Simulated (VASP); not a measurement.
# MnS (P-6m2) in VASP: single point with LDA+U

Aim: the single point of MnS with LDA+U.

Everything below comes from runs of VASP 6.6.1. Logs are shortened: lines on timing, memory, paths and dates and some standing lists are left out, and cuts for length are marked.

## (1) The cell of the first run

It takes space group P-6m2 (No. 187, hexagonal). The conventional cell has a = 3.569 Å, b = 3.569 Å, c = 3.483 Å, α = 90.00°, β = 90.00°, γ = 120.00°. Mn (site symmetry -6m2) has 6 S at 2.70 Å and 8 Mn at 3.48 to 3.57 Å within 3.6 Å. Within 3.6 Å of S (site symmetry -6m2) lie 6 Mn at 2.70 Å and 8 S at 3.48 to 3.57 Å.

## (2) Single point, LDA+U, collinear spin, ferromagnetic start

Input file INCAR:

```
PREC = Accurate ; ENCUT = 520
EDIFF = 1E-6 ; ISMEAR = 0
SIGMA = 0.05 ; LREAL = False
LASPH = True ; NELM = 150
ALGO = Normal ; ISIF = 2
LWAVE = False ; LCHARG = False
ISPIN = 2 ; MAGMOM = 5 5 0 0
LORBIT = 11 ; LMAXMIX = 4
LDAU = True ; LDAUTYPE = 1
LDAUL = 2 -1 ; LDAUU = 6 0
LDAUJ = 0.9 0 ; LDAUPRINT = 1
GGA = CA ; NBANDS = 31
```

Input file KPOINTS:

```
Automatic mesh
0
Gamma
  6 6 6
```

Input file POSCAR:

```
MnS
1.0
    3.5687095200      0.0000000000      0.0000000000
   -1.7843547600      3.0905931100      3.4828836900
    0.0000000000      0.0000000000      6.9657673800
Mn S
2 2
Direct
    0.0000000000      0.0000000000      0.0000000000
    0.0000000000      0.0000000000      0.5000000000
    0.6666666667      0.3333333333      0.0833333333
    0.6666666667      0.3333333333      0.5833333333
```

Potentials or basis: VASP PAW LDA potentials, release 64 (Mn_pv, S).

Launch:

```bash
> cat potpaw_LDA.64/Mn_pv/POTCAR potpaw_LDA.64/S/POTCAR > POTCAR
> mpirun -np 1 vasp_std > vasp.out
```

OUTCAR:

```text
PREC = Accurate
   ENCUT = 520
   EDIFF = 1E-6
   ISMEAR = 0
   LREAL = False
   LASPH = True
   NELM = 150
   ISIF = 2
   ISPIN = 2
   LORBIT = 11
   GGA = CA

 ion  position               nearest neighbor table
   1  0.000  0.000  0.000-   3 2.70   3 2.70   4 2.70   4 2.70   4 2.70   3 2.70
   2  0.000  0.000  0.500-   4 2.70   4 2.70   3 2.70   3 2.70   3 2.70   4 2.70
   3  0.667  0.333  0.083-   1 2.70   1 2.70   2 2.70   2 2.70   2 2.70   1 2.70
   4  0.667  0.333  0.583-   2 2.70   2 2.70   1 2.70   1 2.70   1 2.70   2 2.70

  LATTYP: Found a body centered orthorhombic cell.
 ALAT       =     3.5687095200
 B/A-ratio  =     1.7320508115
 C/A-ratio  =     1.9519009157

  Lattice vectors:

 A1 = (   1.7843547600,   3.0905931100,  -3.4828836900)
 A2 = (  -1.7843547600,  -3.0905931100,  -3.4828836900)
 A3 = (  -1.7843547600,   3.0905931100,   3.4828836900)

Analysis of symmetry for initial positions (statically):
=====================================================================
 Subroutine PRICEL returns following result:

  LATTYP: Found a hexagonal cell.
 ALAT       =     3.5687095260
 C/A-ratio  =     0.9759504562
[... 12 lines left out ...]
 Subroutine GETGRP returns: Found  4 space group operations
 (whereof  4 operations were pure point group operations)
 out of a pool of  8 trial point group operations.

The static configuration has the point symmetry C_2v.

Analysis of symmetry for dynamics (positions and initial velocities):
=====================================================================
 Subroutine PRICEL returns following result:

  LATTYP: Found a hexagonal cell.
 ALAT       =     3.5687095260
 C/A-ratio  =     0.9759504562
[... 12 lines left out ...]
 Subroutine GETGRP returns: Found  4 space group operations
 (whereof  4 operations were pure point group operations)
 out of a pool of  8 trial point group operations.

The dynamic configuration has the point symmetry C_2v.

Analysis of structural, dynamic, and magnetic symmetry:
=====================================================================
 Subroutine PRICEL returns following result:

  LATTYP: Found a hexagonal cell.
 ALAT       =     3.5687095260
 C/A-ratio  =     0.9759504562
[... 12 lines left out ...]
 Subroutine GETGRP returns: Found  4 space group operations
 (whereof  4 operations were pure point group operations)
 out of a pool of  8 trial point group operations.

The overall configuration has the point symmetry C_2v.

 Subroutine INISYM returns: Found  4 space group operations
 (whereof  4 operations are pure point group operations),
 and found     2 'primitive' translations

----------------------------------------------------------------------------------------

                                     Primitive cell

  volume of cell :      38.4142

  direct lattice vectors                    reciprocal lattice vectors
    -1.784354760 -3.090593110  0.000000000     0.000000000 -0.323562489  0.000000000
     3.568709520  0.000000000  0.000000000     0.280213336 -0.161781245  0.000000000
     0.000000000  0.000000000  3.482883690     0.000000000  0.000000000  0.287118402

  length of vectors
[... 140 lines left out ...]
  0.0000  0.0595  0.0000  0.0000  0.0000
 -0.0000  0.0000  0.0139 -0.0000  0.0000
 -0.0000  0.0000 -0.0000  0.0596 -0.0000
  0.0000  0.0000  0.0000 -0.0000  0.0232

 occupancies and eigenvectors

  o =  0.0139  v =  0.0000  0.0000  0.0000  0.0000  0.0000 -0.0000 -0.0000 -1.0000  0.0000  0.0025      0.0000  0.0000  0.0000  0.0000  0.0000  0.0000  0.0000  0.0000  0.0000  0.0000
  o =  0.0232  v =  0.0000  0.0000  0.0000  0.0000  0.0000  0.0000  0.0000 -0.0025 -0.0000 -1.0000      0.0000  0.0000  0.0000  0.0000  0.0000  0.0000  0.0000  0.0000  0.0000  0.0000
  o =  0.0233  v =  0.0000  0.0000  0.0000  0.0000  0.0000  1.0000 -0.0000 -0.0000  0.0000  0.0000      0.0000  0.0000  0.0000  0.0000  0.0000  0.0000  0.0000  0.0000  0.0000  0.0000
  o =  0.0595  v =  0.0000  0.0000  0.0000  0.0000  0.0000  0.0000  1.0000 -0.0000 -0.0000  0.0000      0.0000  0.0000  0.0000  0.0000  0.0000  0.0000  0.0000  0.0000  0.0000  0.0000
  o =  0.0596  v =  0.0000  0.0000  0.0000  0.0000  0.0000 -0.0000  0.0000  0.0000  1.0000 -0.0000      0.0000  0.0000  0.0000  0.0000  0.0000  0.0000  0.0000  0.0000  0.0000  0.0000
  o =  0.9360  v =  0.0000  0.0000  1.0000 -0.0000 -0.0046  0.0000  0.0000  0.0000  0.0000  0.0000      0.0000  0.0000  0.0000  0.0000  0.0000  0.0000  0.0000  0.0000  0.0000  0.0000
  o =  0.9373  v =  0.0000  0.0000 -0.0046  0.0000 -1.0000  0.0000  0.0000  0.0000  0.0000  0.0000      0.0000  0.0000  0.0000  0.0000  0.0000  0.0000  0.0000  0.0000  0.0000  0.0000
  o =  0.9373  v =  1.0000  0.0000  0.0000  0.0000  0.0000  0.0000  0.0000  0.0000  0.0000  0.0000      0.0000  0.0000  0.0000  0.0000  0.0000  0.0000  0.0000  0.0000  0.0000  0.0000
  o =  0.9528  v =  0.0000 -1.0000  0.0000  0.0000 -0.0000  0.0000  0.0000  0.0000  0.0000  0.0000      0.0000  0.0000  0.0000  0.0000  0.0000  0.0000  0.0000  0.0000  0.0000  0.0000
  o =  0.9528  v =  0.0000  0.0000  0.0000  1.0000  0.0000  0.0000  0.0000  0.0000  0.0000  0.0000      0.0000  0.0000  0.0000  0.0000  0.0000  0.0000  0.0000  0.0000  0.0000  0.0000

atom =   2  type =  1  l = 2

 onsite density matrix

spin component  1

  0.9373 -0.0000  0.0000  0.0000 -0.0000
 -0.0000  0.9528 -0.0000 -0.0000 -0.0000
  0.0000 -0.0000  0.9360  0.0000  0.0000
  0.0000 -0.0000  0.0000  0.9528 -0.0000
 -0.0000 -0.0000  0.0000 -0.0000  0.9373

spin component  2

  0.0233  0.0000 -0.0000 -0.0000  0.0000
  0.0000  0.0595  0.0000  0.0000  0.0000
 -0.0000  0.0000  0.0139 -0.0000  0.0000
 -0.0000  0.0000 -0.0000  0.0596 -0.0000
  0.0000  0.0000  0.0000 -0.0000  0.0232

 occupancies and eigenvectors

  o =  0.0139  v =  0.0000  0.0000  0.0000  0.0000  0.0000 -0.0000 -0.0000 -1.0000 -0.0000  0.0025      0.0000  0.0000  0.0000  0.0000  0.0000  0.0000  0.0000  0.0000  0.0000  0.0000
  o =  0.0232  v =  0.0000  0.0000  0.0000  0.0000  0.0000  0.0000 -0.0000 -0.0025 -0.0000 -1.0000      0.0000  0.0000  0.0000  0.0000  0.0000  0.0000  0.0000  0.0000  0.0000  0.0000
  o =  0.0233  v =  0.0000  0.0000  0.0000  0.0000  0.0000  1.0000 -0.0000 -0.0000  0.0000  0.0000      0.0000  0.0000  0.0000  0.0000  0.0000  0.0000  0.0000  0.0000  0.0000  0.0000
  o =  0.0595  v =  0.0000  0.0000  0.0000  0.0000  0.0000  0.0000  1.0000 -0.0000  0.0000 -0.0000      0.0000  0.0000  0.0000  0.0000  0.0000  0.0000  0.0000  0.0000  0.0000  0.0000
  o =  0.0596  v =  0.0000  0.0000  0.0000  0.0000  0.0000 -0.0000 -0.0000 -0.0000  1.0000 -0.0000      0.0000  0.0000  0.0000  0.0000  0.0000  0.0000  0.0000  0.0000  0.0000  0.0000
  o =  0.9360  v =  0.0000  0.0000 -1.0000  0.0000  0.0046  0.0000  0.0000  0.0000  0.0000  0.0000      0.0000  0.0000  0.0000  0.0000  0.0000  0.0000  0.0000  0.0000  0.0000  0.0000
  o =  0.9373  v =  0.0000  0.0000 -0.0046  0.0000 -1.0000  0.0000  0.0000  0.0000  0.0000  0.0000      0.0000  0.0000  0.0000  0.0000  0.0000  0.0000  0.0000  0.0000  0.0000  0.0000
  o =  0.9373  v =  1.0000  0.0000  0.0000  0.0000  0.0000  0.0000  0.0000  0.0000  0.0000  0.0000      0.0000  0.0000  0.0000  0.0000  0.0000  0.0000  0.0000  0.0000  0.0000  0.0000
  o =  0.9528  v =  0.0000  1.0000  0.0000  0.0000  0.0000  0.0000  0.0000  0.0000  0.0000  0.0000      0.0000  0.0000  0.0000  0.0000  0.0000  0.0000  0.0000  0.0000  0.0000  0.0000
  o =  0.9528  v =  0.0000 -0.0000  0.0000  1.0000  0.0000  0.0000  0.0000  0.0000  0.0000  0.0000      0.0000  0.0000  0.0000  0.0000  0.0000  0.0000  0.0000  0.0000  0.0000  0.0000

 number of electron      38.0000003 magnetization      10.0000001

 Free energy of the ion-electron system (eV)
  ---------------------------------------------------
  ext. energy  EPLUGINS =         0.00000000
  ---------------------------------------------------
  free energy    TOTEN  =       -25.78806775 eV

  energy without entropy =      -25.78806775  energy(sigma->0) =      -25.78806775

 E-fermi :   5.5216     XC(G=0): -10.5417

 val. band max:        5.3441723822   @ k =   0.3333   0.3333   0.0000
 cond. band min:       5.7020088836   @ k =   0.5000   0.0000   0.0000
 fundamental gap:      0.3578365014
 Fermi energy:         5.5216377134

 spin component 1

 k-point     1 :       0.0000    0.0000    0.0000
  band No.  band energies     occupation
      1     -45.0520      1.00000
      2     -45.0453      1.00000
      3     -45.0439      1.00000
      4     -45.0437      1.00000
      5     -44.9405      1.00000
      6     -44.9331      1.00000
[... 1625 lines left out ...]
     30      15.0853      0.00000
     31      15.3393      0.00000

 [... further k-points ...]

------------------------ aborting loop because EDIFF is reached ----------------------------------------

  FORCE on cell =-STRESS in cart. coord.  units (eV):
  Direction    XX          YY          ZZ          XY          YZ          ZX
  --------------------------------------------------------------------------------------
  -------------------------------------------------------------------------------------
  Total       -1.3460938     -1.3726631     -6.7145773      0.0000000      0.0000000      0.0000000
  in kB      -28.0713893    -28.6254638   -140.0255415      0.0000000      0.0000000      0.0000000
  external PRESSURE =     -65.5741315 kB  Pullay stress =       0.0000000 kB

 VOLUME and BASIS-vectors are now :
 -----------------------------------------------------------------------------
  energy-cutoff  :      520.00
  volume of cell :       76.83
      direct lattice vectors                 reciprocal lattice vectors
     3.568709520  0.000000000  0.000000000     0.280213336  0.161781245  0.000000000
    -1.784354760  3.090593110  3.482883690     0.000000000  0.323562489  0.000000000
     0.000000000  0.000000000  6.965767380     0.000000000 -0.161781245  0.143559201

 POSITION                                       TOTAL-FORCE (eV/Angst)
 -----------------------------------------------------------------------------------
      0.00000      0.00000      0.00000         0.000000      0.000124      0.000000
      0.00000      0.00000      3.48288         0.000000      0.000124      0.000000
      1.78435      1.03020      1.74144         0.000000     -0.000124      0.000000
      1.78435      1.03020      5.22433         0.000000     -0.000124      0.000000
 -----------------------------------------------------------------------------------
    total drift:                               -0.000001     -0.000008      0.000001

  FREE ENERGIE OF THE ION-ELECTRON SYSTEM (eV)
  ---------------------------------------------------
  free  energy   TOTEN  =       -25.7880677514 eV

  energy  without entropy=      -25.7880677506  energy(sigma->0) =      -25.78806775

 total charge

# of ion       s       p       d       tot
------------------------------------------
    1        0.214   6.149   4.879  11.242
    2        0.214   6.149   4.879  11.242
    3        1.331   2.395   0.000   3.726
    4        1.331   2.395   0.000   3.726
--------------------------------------------------
tot          3.089  17.088   9.758  29.936

 magnetization (x)

# of ion       s       p       d       tot
------------------------------------------
    1        0.034   0.029   4.526   4.589
    2        0.034   0.029   4.526   4.589
    3        0.017   0.065   0.000   0.083
    4        0.017   0.065   0.000   0.083
--------------------------------------------------
tot          0.103   0.187   9.053   9.344
```

Wall time 6.3 min (1 thread of Intel Xeon Platinum 8259CL at 2.50GHz (Skylake/Cascade Lake), shared host); peak memory 0.3 GiB.

What came out:

* Free energy: -25.7881 eV
* Pressure: -6.6 GPa
* Band gap on the k mesh: 0.36 eV
* Net moment: 10.00 μB per cell
* Site moments: Mn +4.59; S +0.08 μB
* Valence electrons inside the program's atomic spheres: Mn 11.24; S 3.73

Levels at points of the mesh, in eV from the valence-band top:
Spin up:
```tsv
k point	band 22	band 23	band 24	band 25	band 26	band 27
(0.00, 0.00, 0.00)	-0.38	-0.38	-0.19	0.36	0.71	5.27
(0.50, 0.00, 0.00)	-1.95	-0.22	-0.19	0.36	2.73	5.27
(0.00, 0.50, 0.00)	-0.22	-0.04	-0.04	2.73	4.96	5.79
(0.00, 0.00, 0.50)	-2.31	-0.68	-0.68	4.05	4.05	5.16
(0.50, 0.00, 0.50)	-2.52	-1.86	-1.86	3.38	3.38	4.86
```
Spin down:
```
           k point  band 10  band 11  band 12  band 13  band 14  band 15  band 16  band 17  band 18  band 19
(0.00, 0.00, 0.00)    -4.13    -1.80    -1.65    -1.21    -1.21     0.54     0.71     2.30     3.11     3.11
(0.50, 0.00, 0.00)    -4.42    -4.13    -1.80    -1.77    -1.51     0.54     1.14     2.86     3.28     3.49
(0.00, 0.50, 0.00)    -5.34    -1.77    -1.51    -0.71    -0.71     1.14     2.33     2.33     2.86     3.21
(0.00, 0.00, 0.50)    -3.94    -3.06    -3.06    -1.41    -1.41     1.68     1.68     2.73     2.73     3.08
(0.50, 0.00, 0.50)    -4.26    -3.19    -3.19    -2.88    -2.88     1.68     1.68     2.97     2.97     3.36
```

Eigenvalues of the final occupation matrices:
```tsv
site	spin	trace	eigenvalues
site 1 d	1	4.72	0.94 0.94 0.94 0.95 0.95
site 1 d	2	0.18	0.01 0.02 0.02 0.06 0.06
site 2 d	1	4.72	0.94 0.94 0.94 0.95 0.95
site 2 d	2	0.18	0.01 0.02 0.02 0.06 0.06
```

Caveat: the stress differs along the axes, from -14 to -3 GPa; semilocal functionals underestimate gaps, and a narrow one can read as zero; the run started ferromagnetic, and an antiferromagnetic order may lie lower in energy. The state reached can hang on the start; a lower one may exist.
